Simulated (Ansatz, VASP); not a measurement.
# Two plane-wave programs on AlB3P4

Contents of INCAR:

```
ALGO = Normal
EDIFF = 1E-6
EDIFFG = -0.04
ENCUT = 600
GGA = PE
IBRION = 2
ISIF = 3
ISMEAR = 0
LASPH = T
LCHARG = F
LREAL = F
LWAVE = F
NELM = 60
NSW = 90
PREC = Accurate
SIGMA = 0.1
```

KPOINTS

```
k-points
0
Gamma
  6 6 6
```

File POSCAR:

```
AlB3P4
1.0
   -2.4587013800      2.4587013800      4.9174027600
    2.4587013800     -2.4587013800      4.9174027600
    2.4587013800      2.4587013800     -4.9174027600
Al B P
1 3 4
Direct
    0.0000000000      0.0000000000      0.0000000000
    0.5000000000      0.5000000000      0.0000000000
    0.2500000000      0.7500000000      0.5000000000
    0.7500000000      0.2500000000      0.5000000000
    0.6250000000      0.6250000000      0.5000000000
    0.1250000000      0.1250000000      0.5000000000
    0.8750000000      0.3750000000      0.0000000000
    0.3750000000      0.8750000000      0.0000000000
```

Input for Ansatz:

```yaml
crystal:
  lattice:
    - [-2.45870138, 2.45870138, 4.91740276]
    - [2.45870138, -2.45870138, 4.91740276]
    - [2.45870138, 2.45870138, -4.91740276]
  atoms:
    - { symbol: Al, position: [0.0, 0.0, 0.0] }
    - { symbol: B, position: [0.5, 0.5, 0.0] }
    - { symbol: B, position: [0.25, 0.75, 0.5] }
    - { symbol: B, position: [0.75, 0.25, 0.5] }
    - { symbol: P, position: [0.625, 0.625, 0.5] }
    - { symbol: P, position: [0.125, 0.125, 0.5] }
    - { symbol: P, position: [0.875, 0.375, 0.0] }
    - { symbol: P, position: [0.375, 0.875, 0.0] }
basis:
  ecutwfc: 420
kpoints:
  mp_grid: { grid: [6, 6, 6] }
hamiltonian:
  xc: pbe
scf:
  occupations: { method: gaussian, width: 0.1 }
  lower_state_search: "off"
output:
  forces: true
  stress: true
  eigenvalues: true
relax:
  adjacent_minimum: "off"
  f_tol: 0.04
  max_steps: 70
  cell: { stress_tol: 0.4 }
```

Alike in both runs: task relaxation of cell and atoms; functional PBE; k mesh 6 × 6 × 6; occupations gaussian, width 0.1 eV; no spin polarisation.

```csv
,VASP,Ansatz
version,VASP 6.6.1,Ansatz 0.2.0
potentials or method,"VASP PAW PBE potentials, release 64 (Al, B, P), cutoff 600 eV","scalar-relativistic, plane waves, PAW"
valence electrons in the cell,32,32
```

|  | VASP | Ansatz | Ansatz less VASP |
| --- | --- | --- | --- |
| gap on the k mesh at the Fermi level, each at its own relaxed structure (eV) | 0.95 | 0.94 | -0.006 |
| relaxed volume (Å³/atom) | 13.80 | 13.83 | +0.022 |
| relaxed length of the cell vector where the two differ most in proportion (Å) | 5.869 | 5.867 | -0.0017 |
